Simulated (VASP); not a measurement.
SiTe6, 7 atoms in the cell. Symmetry: Pm-3m, No. 221, cubic system. Conventional cell: a = 7.471 Å, b = 7.471 Å, c = 7.471 Å, α = 90.00°, β = 90.00°, γ = 90.00°. Within 3.6 Å of Te (site symmetry 4mm) lie 5 Te at 2.74 to 3.35 Å. 

```yaml
Program: VASP 6.6.1
Task: single point
Functional: PBE
Potentials_or_basis: VASP PAW PBE potentials, release 64 (Si, Te)
Cutoff: 520 eV
k_mesh: 6 × 6 × 6
Occupations: gaussian, width 0.1 eV
Spin: no spin polarisation
Dipole_correction: no
Further_INCAR_settings: ALGO = Normal; EDIFF = 1e-06; NBANDS = 29
```

Potentials or basis: VASP PAW PBE potentials, release 64 (Si, Te).

Launch:

```sh
$ cat potpaw_PBE.64/Si/POTCAR potpaw_PBE.64/Te/POTCAR > POTCAR
$ mpirun -np 1 vasp_std > vasp.out
```

Hardware: 1 thread of AMD EPYC 7R43 64-Core Processor (Zen 3) (shared host).

Problem. Estimate the wall time of this run.

Solution. Run time: 7.2 min on 1 thread of AMD EPYC 7R43 64-Core Processor (Zen 3) (shared host), peak memory 0.49 GiB. Counts: scf iterations 15, k points 20.
